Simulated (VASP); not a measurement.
A run of VASP 6.6.1 is set up as follows.

The input INCAR:

```
AGGAC = 1.0
AGGAX = 1.0
ALDAC = 0.0
ALDAX = 1.0
ALGO = Normal
EDIFF = 1E-7
ENCUT = 520
GGA = B5
ISIF = 2
ISMEAR = -1
LASPH = T
LCHARG = F
LREAL = F
LWAVE = F
NBANDS = 18
NELM = 100
PREC = Accurate
SIGMA = 0.1
```

Contents of KPOINTS:

```
k-points
0
Gamma
  16 16 9
```

File POSCAR:

```
Y
1.0
    3.6355031858      0.0000000000      0.0000000000
   -1.8177515929      3.1484381144      0.0000000000
    0.0000000000      0.0000000000      5.6704958757
Y
2
Direct
    0.3333333333      0.6666666667      0.2500000000
    0.6666666667      0.3333333333      0.7500000000
```

Potentials or basis: VASP PAW PBE potentials, release 64 (Y_sv).

Launch:

```console
$ cat potpaw_PBE.64/Y_sv/POTCAR > POTCAR
$ mpirun -np 1 vasp_std > vasp.out
```

Problem. Estimate the band gap on the k mesh.

Solution. Zero (bands 11 and 12 overlap by 1.52 eV).

Problem. What does it give for the pressure?

Solution. 1.6 GPa.

Caveat: the PAW data sets were made with another functional, which shifts forces and pressure a little.
